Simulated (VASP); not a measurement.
# Sn3Se (Pm-3m) in VASP: a series of runs

Runs on Sn3Se. Level: PBE. Tasks: single point.

Program: VASP 6.6.1. These are calculated values, not measurements. Logs are shortened: lines on timing, memory, paths and dates and some standing lists are left out, and cuts for length are marked.

### 1 The cell of the first run

The structure is cubic, space group Pm-3m (No. 221). The conventional cell has a = 4.773 Å, b = 4.773 Å, c = 4.773 Å, α = 90.00°, β = 90.00°, γ = 90.00°. Within 4.4 Å of Sn (site symmetry 4/mmm) lie 8 Sn at 3.38 Å and 4 Se at 3.38 Å. Se (site symmetry m-3m) has 12 Sn at 3.38 Å within 4.4 Å.

### 2 Single point, PBE

Input file INCAR:

```
SYSTEM = Sn3Se
PREC = Accurate
ENCUT = 520
EDIFF = 1E-6
ISMEAR = -1
SIGMA = 0.05
LREAL = .FALSE.
LASPH = .TRUE.
NELM = 80
ALGO = Normal
ISIF = 2
LWAVE = .FALSE.
LCHARG = .FALSE.
GGA = PE
NBANDS = 32
```

Input file KPOINTS:

```
Automatic mesh
0
G
  6 6 6
  0 0 0
```

Input file POSCAR:

```
Sn3Se
1.0
    4.7732830874      0.0000000000      0.0000000000
    0.0000000000      4.7732830874      0.0000000000
    0.0000000000      0.0000000000      4.7732830874
Sn Se
3 1
Direct
    0.5000000000      0.5000000000      0.0000000000
    0.5000000000      0.0000000000      0.5000000000
    0.0000000000      0.5000000000      0.5000000000
    0.0000000000      0.0000000000      0.0000000000
```

Potentials or basis: VASP PAW PBE potentials, release 64 (Sn_d, Se).

The run is started by

```sh
cat potpaw_PBE.64/Sn_d/POTCAR potpaw_PBE.64/Se/POTCAR > POTCAR
mpirun -np 1 vasp_std > vasp.out
```

OUTCAR:

```text
SYSTEM = Sn3Se
   PREC = Accurate
   ENCUT = 520
   EDIFF = 1E-6
   ISMEAR = -1
   LREAL = .FALSE.
   LASPH = .TRUE.
   NELM = 80
   ISIF = 2
   GGA = PE

 ion  position               nearest neighbor table
   1  0.500  0.500  0.000-   2 3.38   3 3.38   2 3.38   3 3.38   2 3.38   2 3.38   3 3.38   3 3.38

   2  0.500  0.000  0.500-   1 3.38   3 3.38   1 3.38   1 3.38   3 3.38   1 3.38   3 3.38   3 3.38

   3  0.000  0.500  0.500-   1 3.38   2 3.38   1 3.38   2 3.38   1 3.38   2 3.38   1 3.38   2 3.38

   4  0.000  0.000  0.000-

  LATTYP: Found a simple cubic cell.
 ALAT       =     4.7732830874

  Lattice vectors:

 A1 = (   4.7732830874,   0.0000000000,   0.0000000000)
 A2 = (   0.0000000000,   4.7732830874,   0.0000000000)
 A3 = (   0.0000000000,   0.0000000000,   4.7732830874)

Analysis of symmetry for initial positions (statically):
=====================================================================
 Subroutine PRICEL returns:
 Original cell was already a primitive cell.

 Routine SETGRP: Setting up the symmetry group for a
 simple cubic supercell.

 Subroutine GETGRP returns: Found 48 space group operations
 (whereof 48 operations were pure point group operations)
 out of a pool of 48 trial point group operations.

The static configuration has the point symmetry O_h .

Analysis of symmetry for dynamics (positions and initial velocities):
=====================================================================
 Subroutine PRICEL returns:
 Original cell was already a primitive cell.

 Routine SETGRP: Setting up the symmetry group for a
 simple cubic supercell.

 Subroutine GETGRP returns: Found 48 space group operations
 (whereof 48 operations were pure point group operations)
 out of a pool of 48 trial point group operations.

The dynamic configuration has the point symmetry O_h .

 Subroutine INISYM returns: Found 48 space group operations
 (whereof 48 operations are pure point group operations),
 and found     1 'primitive' translations

----------------------------------------------------------------------------------------

                                     Primitive cell

  volume of cell :     108.7556

  direct lattice vectors                    reciprocal lattice vectors
     4.773283087  0.000000000  0.000000000     0.209499412  0.000000000  0.000000000
     0.000000000  4.773283087  0.000000000     0.000000000  0.209499412  0.000000000
     0.000000000  0.000000000  4.773283087     0.000000000  0.000000000  0.209499412

  length of vectors
     4.773283087  4.773283087  4.773283087     0.209499412  0.209499412  0.209499412

  position of ions in fractional coordinates (direct lattice)
     0.500000000  0.500000000  0.000000000
     0.500000000  0.000000000  0.500000000
     0.000000000  0.500000000  0.500000000
     0.000000000  0.000000000  0.000000000

  ion indices of the primitive-cell ions
   primitive index   ion index
                 1           1
                 2           2
                 3           3
                 4           4

----------------------------------------------------------------------------------------

 KPOINTS: Automatic mesh

Automatic generation of k-mesh.
 Grid dimensions read from file:
 generate k-points for:    6    6    6

 Generating k-lattice:

  Cartesian coordinates                     Fractional coordinates (reciprocal lattice)
     0.034916569  0.000000000  0.000000000     0.166666667  0.000000000  0.000000000
     0.000000000  0.034916569  0.000000000     0.000000000  0.166666667  0.000000000
     0.000000000  0.000000000  0.034916569     0.000000000  0.000000000  0.166666667

  Length of vectors
     0.034916569  0.034916569  0.034916569

  Shift w.r.t. Gamma in fractional coordinates (k-lattice)
     0.000000000  0.000000000  0.000000000

 Subroutine IBZKPT returns following result:
 ===========================================

 Found     20 irreducible k-points:

 Following reciprocal coordinates:
            Coordinates               Weight
  0.000000  0.000000  0.000000      1.000000
  0.166667  0.000000  0.000000      6.000000
  0.333333  0.000000  0.000000      6.000000
  0.500000  0.000000  0.000000      3.000000
  0.166667  0.166667  0.000000     12.000000
  0.333333  0.166667  0.000000     24.000000
[... 12 lines left out ...]
  0.500000  0.500000  0.333333      6.000000
  0.500000  0.500000  0.500000      1.000000
   k-points           NKPTS =     20   k-points in BZ     NKDIM =     20   number of bands    NBANDS=     32
   number of dos      NEDOS =    301   number of ions     NIONS =      4
   total plane-waves  NPLWV =  46656
   dimension x,y,z NGX =    36 NGY =   36 NGZ =   36
   dimension x,y,z NGXF=    72 NGYF=   72 NGZF=   72
   ions per type =               3   1
   NGX,Y,Z   is equivalent  to a cutoff of  12.54, 12.54, 12.54 a.u.
   NGXF,Y,Z  is equivalent  to a cutoff of  25.08, 25.08, 25.08 a.u.
 SYSTEM =  Sn3Se
   PREC   = accura    normal or accurate (medium, high low for compatibility)
   ISTART =      0    job   : 0-new  1-cont  2-samecut
   ICHARG =      2    charge: 1-file 2-atom 10-const
   ISPIN  =      1    spin polarized calculation?
   LNONCOLLINEAR =      F non collinear calculations
   LSORBIT =      F    spin-orbit coupling
   LASPH  =      T    aspherical Exc in radial PAW
   ENCUT  =  520.0 eV  38.22 Ry    6.18 a.u.   8.88  8.88  8.88*2*pi/ulx,y,z
   NELM   =     80;   NELMIN=  2; NELMDL= -5     # of ELM steps
   EDIFF  = 0.1E-05   stopping-criterion for ELM
   LREAL  =      F    real-space projection
   EDIFFG = 0.1E-04   stopping-criterion for IOM
   NSW    =      0    number of steps for IOM
   IBRION =     -1    ionic relax: 0-MD 1-quasi-New 2-CG
   NFREE  =      0    steps in history (QN), initial steepest desc. (CG)
   ISIF   =      2    stress and relaxation
   ISYM   =      2    0-nonsym 1-usesym 2-fastsym
   POTIM  = 0.5000    time-step for ionic-motion
   TEBEG  =    0.0;   TEEND  =   0.0 temperature during run
   PSTRESS=    0.0 pullay stress
   NELECT =      48.0000    total number of electrons
   NUPDOWN=      -1.0000    fix difference up-down
   EMIN   =  10.00;   EMAX   =-10.00  energy-range for DOS
   EFERMI =   0.00;   METHOD = LEGACY
   ISMEAR =    -1;   SIGMA  =   0.05  broadening in eV -4-tet -1-fermi 0-gaus
   EFERMI_NEDOS =   21; number of points for ismear=-14 and -15
   IALGO  =     38    algorithm
   IMIX   =      4    mixing-type and parameters
     AMIX     =   0.40;   BMIX     =  1.00
     AMIX_MAG =   1.60;   BMIX_MAG =  1.00
  volume/ion in A,a.u.               =      27.19       183.48
  Fermi-wavevector in a.u.,A,eV,Ry     =   1.246440  2.355430 21.138184  1.553613
  Thomas-Fermi vector in A             =   2.380617
   LORBIT       =      0    0 simple, 1 ext, 2 COOP (PROOUT), +10 PAW based schemes
   GGA     = PE    functional components
   LHFCALC =     F    Hartree Fock is set to
   AEXX    =    0.0000 exact exchange contribution
   IVDW    =     0    specifies the selected vdW correction
   LEPSILON=     F    determine dielectric tensor
   LRPA    =     F    only Hartree local field effects (RPA)
 non-spin polarized calculation
  energy-cutoff  :      520.00
  volume of cell :      108.76
 maximum number of plane-waves:      3016
 NGX is ok and might be reduce to    36
   NGX = 17   NGY = 17   NGZ = 17

 number of electron      48.0000031 magnetization

 Free energy of the ion-electron system (eV)
  ---------------------------------------------------
  ext. energy  EPLUGINS =         0.00000000
  ---------------------------------------------------
  free energy    TOTEN  =       -14.84801426 eV

  energy without entropy =      -14.82762601  energy(sigma->0) =      -14.83782013

 E-fermi :   7.0131     XC(G=0): -10.0793

 val. band max:        6.9681576854   @ k =   0.0000   0.0000   0.0000
 cond. band min:       7.0362239008   @ k =   0.3333   0.3333   0.3333
 fundamental gap:      0.0680662154
 Fermi energy:         7.0130831264

 k-point     1 :       0.0000    0.0000    0.0000
  band No.  band energies     occupation
      1     -14.7796      2.00000
      2     -14.7796      2.00000
      3     -14.7796      2.00000
      4     -14.7655      2.00000
      5     -14.7655      2.00000
      6     -14.7257      2.00000
[... 24 lines left out ...]
     31      12.4164      0.00000
     32      12.6711      0.00000

 k-point     2 :       0.1667    0.0000    0.0000
  band No.  band energies     occupation
      1     -14.7768      2.00000
      2     -14.7669      2.00000
      3     -14.7669      2.00000
      4     -14.7646      2.00000
      5     -14.7580      2.00000
      6     -14.7171      2.00000
[... 24 lines left out ...]
     31      12.6132      0.00000
     32      12.6143      0.00000

 k-point     3 :       0.3333    0.0000    0.0000
  band No.  band energies     occupation
      1     -14.7704      2.00000
      2     -14.7629      2.00000
      3     -14.7390      2.00000
      4     -14.7363      2.00000
      5     -14.7363      2.00000
      6     -14.7061      2.00000
[... 24 lines left out ...]
     31      11.5492      0.00000
     32      13.0510      0.00000

 k-point     4 :       0.5000    0.0000    0.0000
  band No.  band energies     occupation
      1     -14.7668      2.00000
      2     -14.7621      2.00000
      3     -14.7244      2.00000
      4     -14.7198      2.00000
      5     -14.7198      2.00000
      6     -14.7097      2.00000
[... 514 lines left out ...]
     31      12.2130      0.00000
     32      14.9482      0.00000

 k-point    19 :       0.5000    0.5000    0.3333
  band No.  band energies     occupation
      1     -14.7655      2.00000
      2     -14.7567      2.00000
      3     -14.7567      2.00000
      4     -14.7509      2.00000
      5     -14.7086      2.00000
      6     -14.7076      2.00000
[... 24 lines left out ...]
     31      12.8227      0.00000
     32      14.5087      0.00000

 k-point    20 :       0.5000    0.5000    0.5000
  band No.  band energies     occupation
      1     -14.7713      2.00000
      2     -14.7590      2.00000
      3     -14.7590      2.00000
      4     -14.7590      2.00000
      5     -14.7135      2.00000
      6     -14.7135      2.00000
[... 24 lines left out ...]
     31      13.0001      0.00000
     32      13.8515      0.00000

------------------------ aborting loop because EDIFF is reached ----------------------------------------

  FORCE on cell =-STRESS in cart. coord.  units (eV):
  Direction    XX          YY          ZZ          XY          YZ          ZX
  --------------------------------------------------------------------------------------
  -------------------------------------------------------------------------------------
  Total       -0.4675458     -0.4675458     -0.4675458      0.0000000      0.0000000     -0.0000000
  in kB       -6.8878423     -6.8878423     -6.8878423      0.0000000      0.0000000     -0.0000000
  external PRESSURE =      -6.8878423 kB  Pullay stress =       0.0000000 kB

 VOLUME and BASIS-vectors are now :
 -----------------------------------------------------------------------------
  energy-cutoff  :      520.00
  volume of cell :      108.76
      direct lattice vectors                 reciprocal lattice vectors
     4.773283087  0.000000000  0.000000000     0.209499412  0.000000000  0.000000000
     0.000000000  4.773283087  0.000000000     0.000000000  0.209499412  0.000000000
     0.000000000  0.000000000  4.773283087     0.000000000  0.000000000  0.209499412

 POSITION                                       TOTAL-FORCE (eV/Angst)
 -----------------------------------------------------------------------------------
      2.38664      2.38664      0.00000         0.000000      0.000000      0.000000
      2.38664      0.00000      2.38664         0.000000      0.000000      0.000000
      0.00000      2.38664      2.38664         0.000000      0.000000      0.000000
      0.00000      0.00000      0.00000         0.000000      0.000000      0.000000
 -----------------------------------------------------------------------------------
    total drift:                                0.000000      0.000000      0.000000

  FREE ENERGIE OF THE ION-ELECTRON SYSTEM (eV)
  ---------------------------------------------------
  free  energy   TOTEN  =       -14.8480142552 eV

  energy  without entropy=      -14.8276260108  energy(sigma->0) =      -14.83782013
```

Wall time 56 s (1 thread of AMD EPYC 7R43 (Zen 3), shared host); peak memory 0.19 GiB.

Results:

```yaml
Free_energy: -14.8480 eV
Pressure: -0.7 GPa
Band_gap_on_the_k_mesh: zero (band 24 reaches 8.93 eV, above the bottom of band 25 at 6.71 eV)
```

Caveat: spin-orbit coupling is left out, which moves the levels of the heavy elements.

### 3 Single point, PBE

This run uses another cell than the first one, of 27.72 Å³/atom, 1.020 times its volume.

Input file INCAR:

```
  PREC = Accurate
  ENCUT = 520
  EDIFF = 1E-7
  ISMEAR = -1
  SIGMA = 0.05
  LREAL = F
  LASPH = T
  NELM = 60
  ALGO = Normal
  ISIF = 2
  LWAVE = F
  LCHARG = F
  GGA = PE
  NBANDS = 32
```

Input file KPOINTS:

```
Automatic mesh
0
Gamma
  6 6 6
```

Input file POSCAR:

```
Sn3Se
1.0
    4.8042793006      0.0000000000      0.0000000000
    0.0000000000      4.8042793006      0.0000000000
    0.0000000000      0.0000000000      4.8042793006
Sn Se
3 1
Direct
    0.5000000000      0.5000000000      0.0000000000
    0.5000000000      0.0000000000      0.5000000000
    0.0000000000      0.5000000000      0.5000000000
    0.0000000000      0.0000000000      0.0000000000
```

Potentials or basis: VASP PAW PBE potentials, release 64 (Sn_d, Se).

The run is started by

```sh
cat potpaw_PBE.64/Sn_d/POTCAR potpaw_PBE.64/Se/POTCAR > POTCAR
mpirun -np 1 vasp_std > vasp.out
```

It took 60 s on 1 thread of AMD EPYC 7R43 (Zen 3), shared host; peak memory 0.19 GiB.

Results (log left out):

```yaml
Free_energy: -14.8338 eV
Pressure: -1.5 GPa
Band_gap_on_the_k_mesh: zero (band 24 reaches 8.66 eV, above the bottom of band 25 at 6.50 eV)
```

Levels at points of the mesh, in eV from the Fermi level:
```csv
k point,band 22,band 23,band 24,band 25,band 26,band 27
"(0.00, 0.00, 0.00)",-4.12,-0.04,-0.04,-0.04,2.23,2.23
"(0.50, 0.00, 0.00)",-1.81,-1.67,-1.67,-0.05,1.74,1.97
"(0.50, 0.50, 0.00)",-2.03,-2.03,-0.68,0.12,0.13,0.13
"(0.50, 0.50, 0.50)",-5.00,-4.50,1.86,1.86,1.86,5.64
```

Caveat: spin-orbit coupling is left out, which moves the levels of the heavy elements.
